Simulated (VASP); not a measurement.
Input of a VASP 6.6.1 run:

Contents of INCAR:

```
PREC     = Accurate       # precision mode
ENCUT    = 600            # plane-wave cutoff, eV
EDIFF    = 1E-6           # SCF threshold, eV
ISMEAR   = 0              # smearing method
SIGMA    = 0.2            # smearing width, eV
LREAL    = F              # projectors in reciprocal space
LASPH    = T              # aspherical terms in the spheres
NELM     = 200            # most SCF steps
ALGO     = Normal         # electronic algorithm
ISIF     = 2              # what is computed and relaxed
LWAVE    = F              # write WAVECAR
LCHARG   = F              # write CHGCAR
GGA      = PE             # functional
NBANDS   = 18             # bands
GGA_COMPAT= F            
LMAXMIX  = 6              # l up to which the mixer works
```

KPOINTS

```
Automatic mesh
0
Gamma
  5 5 7
```

Contents of POSCAR:

```
ErC3
1.0
    2.4959828310     -2.4954109875      0.0000000000
    2.4959828310      2.4954109875      0.0000000000
    0.0000000000      0.0000000000      3.4510280231
Er C
1 3
Direct
    0.0000000000      0.0000000000      0.0000000000
    0.5000000000      0.5000000000      0.0000000000
    0.0000000000      0.5000000000      0.5000000000
    0.5000000000      0.0000000000      0.5000000000
```

Potentials or basis: VASP PAW PBE potentials, release 64 (Er_3, C), 4f in core.

Launch:

```console
$ cat potpaw_PBE.64/Er_3/POTCAR potpaw_PBE.64/C/POTCAR > POTCAR
$ mpirun -np 1 vasp_std > vasp.out
```

Q: What does it give for the pressure?

A: 0.8 GPa.

Q: What does it give for the band gap on the k mesh?

A: Zero (an odd number of electrons rules out a gap without spin polarisation).

Stress tensor (GPa, compression positive):
```
0.69 0.00 0.00
0.00 0.74 0.00
0.00 0.00 1.12
```

Caveat: spin-orbit coupling is left out, which moves the levels of the heavy elements; the 4f electrons are frozen in the core, so they carry no moment and show no levels. Spin polarisation is off, so any magnetic state and its effect on volume and gap are missing.
